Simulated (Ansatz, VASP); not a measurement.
# SrCu2Sb2 in VASP and in Ansatz

```
Sr Cu Sb
1.0
     4.47518    0.00000    0.00000
     0.00000    4.47518    0.00000
     0.00000    0.00000   10.49032
Sr Cu Sb
2 4 4
Direct
  0.50000 0.00000 0.23688
  0.00000 0.50000 0.76312
  0.50000 0.00000 0.63256
  0.00000 0.00000 0.00000
  0.00000 0.50000 0.36744
  0.50000 0.50000 0.00000
  0.00000 0.50000 0.12828
  0.50000 0.50000 0.50000
  0.00000 0.00000 0.50000
  0.50000 0.00000 0.87172
```

Alike in both runs: functional LDA; k mesh 8 × 8 × 4; occupations gaussian, width 0.1 eV; no spin polarisation.

Ansatz relaxed the structure, and its values are those at the end. VASP's run is a single point on that final structure, the one shown.

|  | VASP | Ansatz |
| --- | --- | --- |
| version | VASP 6.6.1 | Ansatz 0.2.0 |
| potentials or method | VASP PAW LDA potentials, release 64 (Sr_sv, Cu, Sb), cutoff 520 eV | scalar-relativistic, plane waves, PAW |
| valence electrons in the cell | 84 | 156 |

|  | VASP | Ansatz | Ansatz less VASP |
| --- | --- | --- | --- |
| gap on the k mesh at the Fermi level (eV) | none | none | - |
| pressure (GPa) | 0.6 | 0.0 | -0.55 |
| rms of the force components (eV/Å) | 0.006 | 0.001 | -0.0058 |

LDA's correlation is that of Perdew and Zunger in VASP and of Perdew and Wang (1992) in Ansatz. A gap of «none» marks a metal or a gap that the smearing closes. VASP's potentials hold 84 valence electrons a cell and Ansatz's 156, so a difference there can come from the potentials and not from the codes.

Spin-orbit coupling is off throughout.
